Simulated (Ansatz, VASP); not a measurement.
## Two plane-wave programs on Sr7N

```
Sr N
1.0
     0.00000    4.70137    4.70137
     4.70137    0.00000    4.70137
     4.70137    4.70137    0.00000
Sr N
7 1
Direct
  0.50000 0.00000 0.00000
  0.00000 0.50000 0.50000
  0.00000 0.50000 0.00000
  0.50000 0.00000 0.50000
  0.00000 0.00000 0.50000
  0.50000 0.50000 0.00000
  0.50000 0.50000 0.50000
  0.00000 0.00000 0.00000
```

Change from the starting cell: species swapped into the Zn7Tc type (Fm-3m, No. 225).

Alike in both runs: task single point; functional PBE; k mesh 4 × 4 × 4; occupations gaussian, width 0.1 eV; no spin polarisation.

|  | VASP | Ansatz |
| --- | --- | --- |
| version | VASP 6.6.1 | Ansatz 0.2.0 |
| potentials or method | VASP PAW PBE potentials, release 64 (Sr_sv, N), cutoff 520 eV | scalar-relativistic, plane waves, PAW |
| valence electrons in the cell | 75 | 75 |

|  | VASP | Ansatz | Ansatz less VASP |
| --- | --- | --- | --- |
| gap on the k mesh at the Fermi level (eV) | none | none | - |
| pressure (GPa) | 15.1 | 14.9 | -0.20 |

A gap of «none» marks a metal or a gap that the smearing closes.
